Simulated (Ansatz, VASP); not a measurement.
## Two plane-wave programs on BeSe3

```xyz
8
Lattice="5.2204 0.0000 0.0000 0.0000 5.2204 0.0000 0.0000 0.0000 7.6112" Properties=species:S:1:pos:R:3 pbc="T T T"
Be    0.0000    0.0000    0.0000
Be    2.6102    2.6102    0.0000
Se    1.3766    3.9868    6.3520
Se    3.8438    1.2336    6.3520
Se    1.2336    1.3766    1.2592
Se    3.9868    3.8438    1.2592
Se    2.6102    0.0000    2.6410
Se    0.0000    2.6102    4.9703
```

Alike in both runs: functional PBE; k mesh 6 × 6 × 4; occupations gaussian, width 0.02 eV; no spin polarisation.

Ansatz relaxed the structure, and its values are those at the end. VASP's run is a single point on that final structure, the one shown.

```csv
,VASP,Ansatz
version,VASP 6.6.1,Ansatz 0.2.0
potentials or method,"VASP PAW PBE potentials, release 64 (Be, Se), cutoff 520 eV","scalar-relativistic, plane waves, PAW"
valence electrons in the cell,40,100
```

|  | VASP | Ansatz | Ansatz less VASP |
| --- | --- | --- | --- |
| gap on the k mesh at the Fermi level (eV) | 0.68 | 0.69 | +0.004 |
| least direct gap on the mesh (eV) | 0.68 | 0.69 | +0.004 |
| pressure (GPa) | 0.1 | 0.0 | -0.11 |
| rms of the force components (eV/Å) | 0.010 | 0.000 | -0.0098 |

The functional is the same, so the differences come from potentials, cutoffs and numerics. VASP's potentials hold 40 valence electrons a cell and Ansatz's 100, so a difference there can come from the potentials and not from the codes.
